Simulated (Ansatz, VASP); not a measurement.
**WS2 in VASP and in Ansatz**

INCAR

```
SYSTEM = WS2
ALGO     = Normal         ! electronic algorithm
EDIFF    = 1E-6           ! SCF threshold, eV
ENCUT    = 520            ! plane-wave cutoff, eV
GGA      = PE             ! functional
ISIF     = 2              ! what is computed and relaxed
ISMEAR   = -1             ! smearing method
LASPH    = .TRUE.         ! aspherical terms in the spheres
LCHARG   = .FALSE.        ! write CHGCAR
LREAL    = .FALSE.        ! projectors in reciprocal space
LWAVE    = .FALSE.        ! write WAVECAR
NBANDS   = 49             ! bands
NELM     = 60             ! most SCF steps
PREC     = Accurate       ! precision mode
SIGMA    = 0.05           ! smearing width, eV
```

KPOINTS

```
k-points
0
G
  10 10 1
  0 0 0
```

Contents of POSCAR:

```
WS2
1.0
    3.1829541699      0.0000000000      0.0000000000
   -1.5914770850      2.7565191702      0.0000000000
    0.0000000000      0.0000000000     28.5322178600
W S
3 6
Direct
    0.6754740000      0.3341850000      0.4328760000
    0.6676790000      0.3313130000      0.8842480000
    0.0138720000      0.0019370000      0.6583500000
    0.6480140000      0.3241160000      0.6061960000
    0.0109080000      0.0010190000      0.3790500000
    0.0099400000      0.0148620000      0.8299150000
    0.6671620000      0.3295410000      0.7139020000
   -0.0003880000      0.0206920000      0.4880200000
    0.0187170000     -0.0054900000      0.9394040000
```

File input.yaml:

```yaml
crystal:
  lattice:
    - [3.1829541699, 0.0, 0.0]
    - [-1.591477085, 2.7565191702, 0.0]
    - [0.0, 0.0, 28.53221786]
  atoms:
    - { symbol: W, position: [0.675474, 0.334185, 0.432876] }
    - { symbol: W, position: [0.667679, 0.331313, 0.884248] }
    - { symbol: W, position: [0.013872, 0.001937, 0.65835] }
    - { symbol: S, position: [0.648014, 0.324116, 0.606196] }
    - { symbol: S, position: [0.010908, 0.001019, 0.37905] }
    - { symbol: S, position: [0.00994, 0.014862, 0.829915] }
    - { symbol: S, position: [0.667162, 0.329541, 0.713902] }
    - { symbol: S, position: [-0.000388, 0.020692, 0.48802] }
    - { symbol: S, position: [0.018717, -0.00549, 0.939404] }
kpoints:
  mp_grid: { grid: [10, 10, 1] }
scf:
  occupations: { method: fermi_dirac, width: 0.05 }
hamiltonian:
  xc: pbe
  pseudopotentials: { kind: all_electron, lapw: { basis_error: 0.001 } }
output:
  forces: true
  stress: true
  eigenvalues: true
  populations: true
```

Change from the starting cell: atoms moved at random, drawn with an rms of 0.05 Å.

Alike in both runs: task single point; functional PBE; k mesh 10 × 10 × 1; occupations fermi-dirac, width 0.05 eV; no spin polarisation.

|  | VASP | Ansatz |
| --- | --- | --- |
| version | VASP 6.6.1 | Ansatz 0.2.0 |
| potentials or method | VASP PAW PBE potentials, release 64 (W_sv, S), cutoff 520 eV | all-electron LAPW, scalar-relativistic |

VASP gave:

```
gap on the k mesh at the Fermi level (eV) : 1.37
least direct gap on the mesh (eV)         : 1.99
rms of the force components (eV/Å)        : 0.707
```

Question: Estimate Ansatz's values.

Answer: gap on the k mesh at the Fermi level (eV): 1.36; least direct gap on the mesh (eV): 1.98; rms of the force components (eV/Å): 0.708.

Atom by atom the forces differ by 0.001 eV/Å (rms over components). Ansatz ran all-electron here, and VASP with PAW potentials.

Neither program's run includes spin-orbit coupling.
